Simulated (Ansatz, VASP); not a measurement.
**One calculation of LiF, two programs**

```
CELL_PARAMETERS angstrom
3.10944 0.00000 0.00000
-1.55472 2.69285 0.00000
0.00000 0.00000 4.95396
ATOMIC_POSITIONS crystal
Li 0.33333 0.66667 0.38107
Li 0.66667 0.33333 0.88107
F 0.33333 0.66667 0.99393
F 0.66667 0.33333 0.49393
```

Alike in both runs: task single point; functional PBE; k mesh 9 × 9 × 6; occupations gaussian, width 0.05 eV; no spin polarisation.

|  | VASP | Ansatz |
| --- | --- | --- |
| version | VASP 6.6.1 | Ansatz 0.2.0 |
| potentials or method | VASP PAW PBE potentials, release 64 (Li_sv, F), cutoff 520 eV | scalar-relativistic, plane waves, PAW |
| valence electrons in the cell | 20 | 20 |

|  | VASP | Ansatz | Ansatz less VASP |
| --- | --- | --- | --- |
| gap on the k mesh at the Fermi level (eV) | 7.60 | 7.61 | +0.012 |
| least direct gap on the mesh (eV) | 7.60 | 7.61 | +0.012 |
| rms of the force components (eV/Å) | 0.029 | 0.028 | -0.0015 |

Atom by atom the forces differ by 0.002 eV/Å (rms over components). With one functional, cell and mesh, what is left measures potentials, basis and numerics.

Noted on VASP's run: the cutoff is short for stress, so the pressure is rough.
